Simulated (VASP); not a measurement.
# Si2Mo (C2/m) in VASP: single point with PBE

Aim: the single point of Si2Mo with PBE.

Program: VASP 6.6.1. These are calculated values, not measurements. Logs are shortened: lines on timing, memory, paths and dates and some standing lists are left out, and cuts for length are marked.

### 1 The cell of the first run

Symmetry: C2/m, No. 12, monoclinic system. The conventional cell has a = 4.548 Å, b = 4.503 Å, c = 4.513 Å, α = 90.00°, β = 119.45°, γ = 90.00°. Si (site symmetry m) has 9 Si at 2.60 to 3.20 Å and 5 Mo at 2.61 to 2.64 Å within 3.4 Å. Mo (site symmetry 2/m) has 10 Si at 2.61 to 2.64 Å and 4 Mo at 3.20 Å within 3.4 Å.

### 2 Single point, PBE (equal xy, yz and zx shear strains of +1 %)

The input, INCAR:

```
SYSTEM = Si2Mo
PREC = Accurate
ENCUT = 520
EDIFF = 1E-7
ISMEAR = -1
SIGMA = 0.03
LREAL = .False.
LASPH = .True.
NELM = 80
ALGO = Normal
ISIF = 2
LWAVE = .False.
LCHARG = .False.
GGA = PE
NBANDS = 18
```

The input, KPOINTS:

```
Automatic mesh
0
Gamma
  12 12 16
  0 0 0
```

The input, POSCAR:

```
Si2Mo
1.0
   -1.5723475000      1.6116525000      3.9305000000
    1.6116525000     -1.5723475000      3.9305000000
    1.5883475000      1.5883475000     -3.9145000000
Si Mo
2 1
Direct
    0.3330000000      0.3330000000      0.0000000000
    0.6670000000      0.6670000000      0.0000000000
    0.0000000000      0.0000000000      0.0000000000
```

Potentials or basis: VASP PAW PBE potentials, release 64 (Si, Mo_sv).

Command:

```sh
$ cat potpaw_PBE.64/Si/POTCAR potpaw_PBE.64/Mo_sv/POTCAR > POTCAR
$ mpirun -np 1 vasp_std > vasp.out
```

OUTCAR:

```text
SYSTEM = Si2Mo
   PREC = Accurate
   ENCUT = 520
   EDIFF = 1E-7
   ISMEAR = -1
   LREAL = .False.
   LASPH = .True.
   NELM = 80
   ISIF = 2
   GGA = PE

 ion  position               nearest neighbor table
   1  0.333  0.333  0.000-   2 2.60   2 2.60   2 2.61   3 2.61   3 2.61   3 2.61   3 2.62   2 2.63
                             2 2.64   3 2.64
   2  0.667  0.667  0.000-   1 2.60   1 2.60   1 2.61   3 2.61   3 2.61   3 2.61   3 2.62   1 2.63
                             1 2.64   3 2.64
   3  0.000  0.000  0.000-   2 2.61   2 2.61   1 2.61   1 2.61   1 2.61   2 2.61   2 2.62   1 2.62
                             2 2.64   1 2.64

  Warning from LATTYP: Got some problem with cell dimensions!
  Tried to take original basis but could not verify dimensions!
  LATTYP: Found a base centered monoclinic cell.
 ALAT       =     4.5482233894
 B/A-ratio  =     0.9900252466
 C/A-ratio  =     0.9923003141
 COS(beta)  =    -0.4915944244

  Lattice vectors:

 A1 = (  -0.0160000000,  -3.2000000000,  -0.0160000000)
 A2 = (  -3.2000000000,  -0.0160000000,  -0.0160000000)
 A3 = (   1.5883475000,   1.5883475000,  -3.9145000000)

Analysis of symmetry for initial positions (statically):
=====================================================================
 Subroutine PRICEL returns:
 Original cell was already a primitive cell.

 Routine SETGRP: Setting up the symmetry group for a
 base centered monoclinic supercell.

 Subroutine GETGRP returns: Found  4 space group operations
 (whereof  4 operations were pure point group operations)
 out of a pool of  4 trial point group operations.

The static configuration has the point symmetry C_2h.

Analysis of symmetry for dynamics (positions and initial velocities):
=====================================================================
 Subroutine PRICEL returns:
 Original cell was already a primitive cell.

 Routine SETGRP: Setting up the symmetry group for a
 base centered monoclinic supercell.

 Subroutine GETGRP returns: Found  4 space group operations
 (whereof  4 operations were pure point group operations)
 out of a pool of  4 trial point group operations.

The dynamic configuration has the point symmetry C_2h.

 Subroutine INISYM returns: Found  4 space group operations
 (whereof  4 operations are pure point group operations),
 and found     1 'primitive' translations

----------------------------------------------------------------------------------------

                                     Primitive cell

[... 87 lines left out ...]
   LNONCOLLINEAR =      F non collinear calculations
   LSORBIT =      F    spin-orbit coupling
   LASPH  =      T    aspherical Exc in radial PAW
   ENCUT  =  520.0 eV  38.22 Ry    6.18 a.u.   8.42  8.42  8.39*2*pi/ulx,y,z
   NELM   =     80;   NELMIN=  2; NELMDL= -5     # of ELM steps
   EDIFF  = 0.1E-06   stopping-criterion for ELM
   LREAL  =      F    real-space projection
   EDIFFG = 0.1E-05   stopping-criterion for IOM
   NSW    =      0    number of steps for IOM
   IBRION =     -1    ionic relax: 0-MD 1-quasi-New 2-CG
   NFREE  =      0    steps in history (QN), initial steepest desc. (CG)
   ISIF   =      2    stress and relaxation
   ISYM   =      2    0-nonsym 1-usesym 2-fastsym
   POTIM  = 0.5000    time-step for ionic-motion
   TEBEG  =    0.0;   TEEND  =   0.0 temperature during run
   PSTRESS=    0.0 pullay stress
   NELECT =      22.0000    total number of electrons
   NUPDOWN=      -1.0000    fix difference up-down
   EMIN   =  10.00;   EMAX   =-10.00  energy-range for DOS
   EFERMI =   0.00;   METHOD = LEGACY
   ISMEAR =    -1;   SIGMA  =   0.03  broadening in eV -4-tet -1-fermi 0-gaus
   EFERMI_NEDOS =   21; number of points for ismear=-14 and -15
   IALGO  =     38    algorithm
   IMIX   =      4    mixing-type and parameters
     AMIX     =   0.40;   BMIX     =  1.00
     AMIX_MAG =   1.60;   BMIX_MAG =  1.00
  volume/ion in A,a.u.               =      13.42        90.53
  Fermi-wavevector in a.u.,A,eV,Ry     =   1.338579  2.529547 24.378829  1.791793
  Thomas-Fermi vector in A             =   2.467038
   LORBIT       =      0    0 simple, 1 ext, 2 COOP (PROOUT), +10 PAW based schemes
   GGA     = PE    functional components
   LHFCALC =     F    Hartree Fock is set to
   AEXX    =    0.0000 exact exchange contribution
   IVDW    =     0    specifies the selected vdW correction
   LEPSILON=     F    determine dielectric tensor
   LRPA    =     F    only Hartree local field effects (RPA)
 non-spin polarized calculation
  energy-cutoff  :      520.00
  volume of cell :       40.25
 maximum number of plane-waves:      1104
 NGX is ok and might be reduce to    36
   NGX = 17   NGY = 17   NGZ = 17

 number of electron      22.0000000 magnetization

 Free energy of the ion-electron system (eV)
  ---------------------------------------------------
  ext. energy  EPLUGINS =         0.00000000
  ---------------------------------------------------
  free energy    TOTEN  =       -23.24570388 eV

  energy without entropy =      -23.24501124  energy(sigma->0) =      -23.24535756

 E-fermi :  12.2889     XC(G=0): -12.4282

 val. band max:       12.2349714350   @ k =  -0.2500  -0.2500   0.3125
 cond. band min:      12.2930231232   @ k =  -0.2500  -0.2500   0.1875
 fundamental gap:      0.0580516881
 Fermi energy:        12.2888652337

 k-point     1 :       0.0000    0.0000    0.0000
  band No.  band energies     occupation
      1     -48.4655      2.00000
      2     -22.6292      2.00000
      3     -22.5325      2.00000
      4     -22.5292      2.00000
      5      -1.1898      2.00000
      6       5.9307      2.00000
[... 481 lines left out ...]
      5       1.7657      2.00000
      6       4.2360      2.00000
[... 10 lines left out ...]
     17      19.5497      0.00000
     18      20.3917      0.00000

 [... further k-points ...]
[... 5 lines left out ...]
  --------------------------------------------------------------------------------------
  -------------------------------------------------------------------------------------
  Total        0.7225237      0.7225237      0.4090458     -0.4808691     -0.4995920     -0.4995920
  in kB       28.7638751     28.7638751     16.2842313    -19.1435370    -19.8888997    -19.8889000
  external PRESSURE =      24.6039938 kB  Pullay stress =       0.0000000 kB

 VOLUME and BASIS-vectors are now :
 -----------------------------------------------------------------------------
  energy-cutoff  :      520.00
  volume of cell :       40.25
      direct lattice vectors                 reciprocal lattice vectors
    -1.572347500  1.611652500  3.930500000    -0.002187722  0.311882630  0.125661804
     1.611652500 -1.572347500  3.930500000     0.311882630 -0.002187722  0.125661804
     1.588347500  1.588347500 -3.914500000     0.310960744  0.310960744 -0.003109607

 POSITION                                       TOTAL-FORCE (eV/Angst)
 -----------------------------------------------------------------------------------
      0.01309      0.01309      2.61771         0.010438      0.010438      0.275441
      0.02622      0.02622      5.24329        -0.010438     -0.010438     -0.275441
      0.00000      0.00000      0.00000         0.000000      0.000000      0.000000
 -----------------------------------------------------------------------------------
    total drift:                                0.000000      0.000000     -0.000000

  FREE ENERGIE OF THE ION-ELECTRON SYSTEM (eV)
  ---------------------------------------------------
  free  energy   TOTEN  =       -23.2457038805 eV

  energy  without entropy=      -23.2450112414  energy(sigma->0) =      -23.24535756
```

OSZICAR:

```text
N       E                     dE             d eps       ncg     rms          rms(c)
DAV:   1     0.121007107970E+03    0.12101E+03   -0.11264E+04 22792   0.116E+03
DAV:   2    -0.209863086267E+02   -0.14199E+03   -0.13919E+03 27140   0.298E+02
DAV:   3    -0.241383532779E+02   -0.31520E+01   -0.31135E+01 28262   0.392E+01
DAV:   4    -0.241567447230E+02   -0.18391E-01   -0.18374E-01 26966   0.323E+00
DAV:   5    -0.241568700918E+02   -0.12537E-03   -0.12536E-03 26660   0.282E-01    0.213E+01
DAV:   6    -0.234079346627E+02    0.74894E+00   -0.59016E+00 24026   0.157E+01    0.466E+00
DAV:   7    -0.232808836661E+02    0.12705E+00   -0.90213E-01 23640   0.566E+00    0.444E+00
DAV:   8    -0.232464625253E+02    0.34421E-01   -0.99251E-02 24654   0.233E+00    0.448E-01
DAV:   9    -0.232457641149E+02    0.69841E-03   -0.19200E-03 27406   0.355E-01    0.252E-01
DAV:  10    -0.232457196075E+02    0.44507E-04   -0.51344E-04 25288   0.191E-01    0.533E-02
DAV:  11    -0.232457077122E+02    0.11895E-04   -0.17493E-04 24756   0.985E-02    0.410E-02
DAV:  12    -0.232457047339E+02    0.29784E-05   -0.27081E-05 24312   0.365E-02    0.849E-03
DAV:  13    -0.232457040766E+02    0.65732E-06   -0.13835E-06 24622   0.975E-03    0.264E-03
DAV:  14    -0.232457039136E+02    0.16301E-06   -0.29546E-08 13150   0.122E-03    0.547E-04
DAV:  15    -0.232457038805E+02    0.33103E-07   -0.42311E-09 12370   0.467E-04
   1 F= -.23245704E+02 E0= -.23245358E+02  d E =-.692639E-03
```

stdout:

```text
POSCAR found type information on POSCAR SiMo
 POSCAR found :  2 types and       3 ions
 scaLAPACK will be used
 LDA part: xc-table for (Slater+PW92), standard interpolation
 POSCAR, INCAR and KPOINTS ok, starting setup
 FFT: planning ... GRIDC
 FFT: planning ... GRID_SOFT
 FFT: planning ... GRID
 WAVECAR not read
 entering main loop
```

It took 15 min on 1 thread of Oxide Virtual Turin-like, shared host; peak memory 0.51 GiB.

Results:

```
Free energy            : -23.2457 eV
Pressure               : 2.5 GPa
Largest force          : 0.276 eV/Å
Band gap on the k mesh : zero (bands 11 and 12 overlap by 0.99 eV)
```

Forces in eV/Å, atoms in the order of the input:
```
Si   0.010  0.010  0.275
Si  -0.010 -0.010 -0.275
Mo   0.000  0.000  0.000
```

Caveat: the cell differs from its parent crystal (equal xy, yz and zx shear strains of +1 %).

The gap in the log of VASP goes by the Fermi energy; the results here count the filled bands.